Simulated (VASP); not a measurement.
# NaF in VASP: settings compared, part 2 of 2

VASP 6.6.1.

## 3. Single point, PBE (uniaxial x strain -1.3%)

File INCAR:

```
SYSTEM = NaF
ALGO = Normal
EDIFF = 1E-6
ENCUT = 520
GGA = PE
ISIF = 2
ISMEAR = -1
LASPH = .TRUE.
LCHARG = .FALSE.
LREAL = .FALSE.
LWAVE = .FALSE.
NBANDS = 14
NELM = 80
PREC = Accurate
SIGMA = 0.02
```

File KPOINTS:

```
k-points
0
G
  10 10 10
  0 0 0
```

File POSCAR:

```
NaF
1.0
    0.0000000000      2.2971680881      2.2971680881
    2.2666157525      0.0000000000      2.2971680881
    2.2666157525      2.2971680881      0.0000000000
Na F
1 1
Direct
    0.0000000000      0.0000000000      0.0000000000
    0.5000000000      0.5000000000      0.5000000000
```

Potentials or basis: VASP PAW PBE potentials, release 64 (Na_pv, F).

On the command line:

```bash
> cat potpaw_PBE.64/Na_pv/POTCAR potpaw_PBE.64/F/POTCAR > POTCAR
> mpirun -np 1 vasp_std > vasp.out
```

OUTCAR:

```text
SYSTEM = NaF
   EDIFF = 1E-6
   ENCUT = 520
   GGA = PE
   ISIF = 2
   ISMEAR = -1
   LASPH = .TRUE.
   LREAL = .FALSE.
   NELM = 80
   PREC = Accurate

 ion  position               nearest neighbor table
   1  0.000  0.000  0.000-   2 2.27   2 2.27   2 2.30   2 2.30   2 2.30   2 2.30
   2  0.500  0.500  0.500-   1 2.27   1 2.27   1 2.30   1 2.30   1 2.30   1 2.30

  LATTYP: Found a body centered tetragonal cell.
 ALAT       =     3.2486862652
 C/A-ratio  =     1.3954045220

  Lattice vectors:

 A1 = (  -2.2666157525,   0.0000000000,  -2.2971680881)
 A2 = (  -2.2666157525,   0.0000000000,   2.2971680881)
 A3 = (   2.2666157525,   2.2971680881,   0.0000000000)

Analysis of symmetry for initial positions (statically):
=====================================================================
 Subroutine PRICEL returns:
 Original cell was already a primitive cell.

 Routine SETGRP: Setting up the symmetry group for a
 body centered tetragonal supercell.

 Subroutine GETGRP returns: Found 16 space group operations
 (whereof 16 operations were pure point group operations)
 out of a pool of 16 trial point group operations.

The static configuration has the point symmetry D_4h.

[... 166 lines left out ...]
 k-point     1 :       0.0000    0.0000    0.0000
  band No.  band energies     occupation
      1     -21.1501      2.00000
      2     -20.7409      2.00000
      3     -20.7408      2.00000
      4     -20.7365      2.00000
      5      -1.9085      2.00000
      6      -1.9085      2.00000
      7      -1.9076      2.00000
      8       4.6075      0.00000
      9      17.3187      0.00000
     10      17.3187      0.00000
     11      17.4153      0.00000
     12      20.2948      0.00000
     13      22.3172      0.00000
     14      22.7163      0.00000
[... 377 lines left out ...]
      1     -21.3512      2.00000
      2     -20.7940      2.00000
      3     -20.7831      2.00000
      4     -20.4069      2.00000
      5      -3.1436      2.00000
      6      -2.3060      2.00000
      7      -2.2440      2.00000
      8       8.9501      0.00000
      9      12.1488      0.00000
     10      15.1816      0.00000
     11      18.1841      0.00000
     12      18.2844      0.00000
     13      24.0878      0.00000
     14      25.2887      0.00000

 [... further k-points ...]
[... 5 lines left out ...]
  --------------------------------------------------------------------------------------
  -------------------------------------------------------------------------------------
  Total        0.8029696      0.5791134      0.5791134      0.0000000      0.0000000     -0.0000000
  in kB       53.7794336     38.7865163     38.7865163      0.0000000      0.0000000     -0.0000000
  external PRESSURE =      43.7841554 kB  Pullay stress =       0.0000000 kB

 VOLUME and BASIS-vectors are now :
 -----------------------------------------------------------------------------
  energy-cutoff  :      520.00
  volume of cell :       23.92
      direct lattice vectors                 reciprocal lattice vectors
     0.000000000  2.297168088  2.297168088    -0.220593190  0.217659301  0.217659301
     2.266615752  0.000000000  2.297168088     0.220593190 -0.217659301  0.217659301
     2.266615752  2.297168088  0.000000000     0.220593190  0.217659301 -0.217659301

 POSITION                                       TOTAL-FORCE (eV/Angst)
 -----------------------------------------------------------------------------------
      0.00000      0.00000      0.00000         0.000000     -0.000000      0.000000
      2.26662      2.29717      2.29717         0.000000      0.000000      0.000000
 -----------------------------------------------------------------------------------
    total drift:                                0.000000     -0.000000      0.000000

  FREE ENERGIE OF THE ION-ELECTRON SYSTEM (eV)
  ---------------------------------------------------
  free  energy   TOTEN  =        -8.5400932704 eV

  energy  without entropy=       -8.5400932704  energy(sigma->0) =       -8.54009327
```

OSZICAR:

```text
N       E                     dE             d eps       ncg     rms          rms(c)
DAV:   1     0.109608470000E+03    0.10961E+03   -0.76584E+03  2910   0.123E+03
DAV:   2    -0.386427478314E+01   -0.11347E+03   -0.10631E+03  3108   0.346E+02
DAV:   3    -0.938737930572E+01   -0.55231E+01   -0.55118E+01  3576   0.691E+01
DAV:   4    -0.943105812998E+01   -0.43679E-01   -0.43677E-01  3174   0.655E+00
DAV:   5    -0.943148973816E+01   -0.43161E-03   -0.43161E-03  3582   0.648E-01    0.543E+00
DAV:   6    -0.854733708325E+01    0.88415E+00   -0.30129E+00  3442   0.151E+01    0.179E+00
DAV:   7    -0.853821511229E+01    0.91220E-02   -0.29299E-02  2952   0.204E+00    0.105E+00
DAV:   8    -0.853962060969E+01   -0.14055E-02   -0.27233E-02  3054   0.318E+00    0.144E-01
DAV:   9    -0.854014918963E+01   -0.52858E-03   -0.37096E-03  3646   0.576E-01    0.107E-01
DAV:  10    -0.854008641175E+01    0.62778E-04   -0.62976E-04  3078   0.308E-01    0.155E-02
DAV:  11    -0.854009292753E+01   -0.65158E-05   -0.21120E-05  3390   0.574E-02    0.203E-03
DAV:  12    -0.854009327040E+01   -0.34286E-06   -0.10904E-06  3156   0.108E-02
   1 F= -.85400933E+01 E0= -.85400933E+01  d E =-.343299E-10
```

Run time: 7.9 s. Hardware: 1 thread of Intel Xeon 6975P-C (Granite Rapids), shared host; peak memory 0.15 GiB.

Results:

- Free energy: -8.5401 eV
- Pressure: 4.4 GPa
- Band gap on the k mesh: 6.52 eV, direct

Caveat: the cell differs from its parent crystal (uniaxial x strain -1.3%).

## 4. Single point, PBE (strain along [111] +2.5%)

File INCAR:

```
SYSTEM = NaF
ALGO     = Normal         ! electronic algorithm
EDIFF    = 1E-6           ! SCF threshold, eV
ENCUT    = 520            ! plane-wave cutoff, eV
GGA      = PE             ! functional
ISIF     = 2              ! what is computed and relaxed
ISMEAR   = -1             ! smearing method
LASPH    = .TRUE.         ! aspherical terms in the spheres
LCHARG   = .FALSE.        ! write CHGCAR
LREAL    = .FALSE.        ! projectors in reciprocal space
LWAVE    = .FALSE.        ! write WAVECAR
NBANDS   = 14             ! bands
NELM     = 100            ! most SCF steps
PREC     = Accurate       ! precision mode
SIGMA    = 0.02           ! smearing width, eV
```

KPOINTS is that of step 3.

File POSCAR:

```
NaF
1.0
    0.0388987130      2.3360668010      2.3360668010
    2.3360668010      0.0388987130      2.3360668010
    2.3360668010      2.3360668010      0.0388987130
Na F
1 1
Direct
    0.0000000000      0.0000000000      0.0000000000
    0.5000000000      0.5000000000      0.5000000000
```

On the command line:

```bash
> cat potpaw_PBE.64/Na_pv/POTCAR potpaw_PBE.64/F/POTCAR > POTCAR
> mpirun -np 1 vasp_std > vasp.out
```

It took 17 s on 1 thread of Intel Xeon 6975P-C (Granite Rapids), shared host; peak memory 0.17 GiB.

Results (log left out):

```yaml
Free_energy: -8.5595 eV
Pressure: 2.0 GPa
Band_gap_on_the_k_mesh: 6.28 eV, direct
```

Stress tensor (GPa, compression positive):
```
 2.03 -0.47 -0.47
-0.47  2.03 -0.47
-0.47 -0.47  2.03
```

Levels at points of the mesh, in eV from the valence-band top:
| k point | band 5 | band 6 | band 7 | band 8 | band 9 | band 10 |
| --- | --- | --- | --- | --- | --- | --- |
| (0.00, 0.00, 0.00) | -0.07 | 0.00 | 0.00 | 6.28 | 18.56 | 19.16 |
| (0.50, 0.00, 0.00) | -1.61 | -0.32 | -0.27 | 10.76 | 12.52 | 19.85 |
| (0.50, 0.50, 0.00) | -1.30 | -0.46 | -0.39 | 13.13 | 13.25 | 13.62 |
| (0.50, 0.50, 0.50) | -1.63 | -0.23 | -0.23 | 10.75 | 12.23 | 20.37 |

Caveat: the cell differs from its parent crystal (strain along [111] +2.5%). A k mesh can miss the band edges.

## 5. Single point, r2SCAN (uniaxial z strain -2.3%)

File POSCAR:

```
NaF
1.0
    0.0000000000      2.2971680881      2.2445629389
    2.2971680881      0.0000000000      2.2445629389
    2.2971680881      2.2971680881      0.0000000000
Na F
1 1
Direct
    0.0000000000      0.0000000000      0.0000000000
    0.5000000000      0.5000000000      0.5000000000
```

File INCAR.step1:

```
PREC = Accurate ; ENCUT = 520
ISMEAR = 0 ; SIGMA = 0.01
LREAL = F ; LASPH = T
NELM = 100 ; NBANDS = 14
GGA = PE ; ALGO = Normal
EDIFF = 1E-4 ; LWAVE = T
LCHARG = F
```

File INCAR.step2:

```
PREC = Accurate ; ENCUT = 520
EDIFF = 1E-7 ; ISMEAR = 0
SIGMA = 0.01 ; LREAL = F
LASPH = T ; NELM = 100
ALGO = Normal ; ISIF = 2
LWAVE = F ; LCHARG = F
METAGGA = R2SCAN ; LMIXTAU = T
NBANDS = 14 ; ISTART = 1
```

File KPOINTS:

```
regular mesh
0
Gamma
  10 10 10
```

On the command line:

```bash
> cat potpaw_PBE.64/Na_pv/POTCAR potpaw_PBE.64/F/POTCAR > POTCAR
> cp INCAR.step1 INCAR
> mpirun -np 1 vasp_std > vasp.out
> cp INCAR.step2 INCAR
> mpirun -np 1 vasp_std > vasp.out
```

Wall time 31 s (1 thread of Intel Xeon 6975P-C (Granite Rapids), shared host); peak memory 0.15 GiB.

It converged, with:

- Free energy: -12.6001 eV
- Pressure: 0.6 GPa
- Band gap on the k mesh: 7.45 eV, direct

Stress tensor (GPa, compression positive):
```
-0.31  0.00  0.00
 0.00 -0.31  0.00
 0.00  0.00  2.48
```

Levels at points of the mesh, in eV from the valence-band top:
| k point | band 4 | band 5 | band 6 | band 7 | band 8 | band 9 | band 10 | band 11 |
| --- | --- | --- | --- | --- | --- | --- | --- | --- |
| (0.00, 0.00, 0.00) | -19.35 | 0.00 | 0.00 | 0.00 | 7.45 | 20.09 | 20.09 | 20.25 |
| (0.50, 0.00, 0.00) | -18.82 | -1.66 | -0.30 | -0.28 | 11.95 | 13.84 | 21.74 | 22.20 |
| (0.50, 0.50, 0.00) | -19.42 | -1.31 | -0.46 | -0.46 | 13.93 | 14.71 | 15.40 | 21.60 |
| (0.50, 0.00, 0.50) | -19.41 | -1.36 | -0.43 | -0.40 | 14.17 | 14.39 | 15.33 | 21.75 |

Caveat: the cell differs from its parent crystal (uniaxial z strain -2.3%); the PAW data sets were made with another functional, which shifts forces and pressure a little.

## 6. Summary

```tsv
level	cell	smearing	gap on the mesh (eV)	pressure (GPa)
PBE	a = 3.212, b = 3.212, c = 3.249 Å, angles 59.6, 59.6, 60.8°, 2 atoms	fermi-dirac 0.02 eV	6.57	5.1
PBE	a = 3.249, b = 3.227, c = 3.227 Å, angles 60.4, 59.8, 59.8°, 2 atoms	fermi-dirac 0.02 eV	6.52	4.4
PBE	a = 3.304 Å, angles 58.9°, 2 atoms	fermi-dirac 0.02 eV	6.28	2.0
r2SCAN	a = 3.212, b = 3.212, c = 3.249 Å, angles 59.6, 59.6, 60.8°, 2 atoms	gaussian 0.01 eV	7.45	0.6
```

Alike in all rows: task single point; potentials or basis VASP PAW PBE potentials, release 64 (Na_pv, F); no spin polarisation; k mesh 10 × 10 × 10; cutoff (eV) 520.

Caveats: the PAW data sets were made with another functional, which shifts forces and pressure a little (some runs).

Total energies depend on the potentials used, so only differences within one code and one set of settings carry meaning.
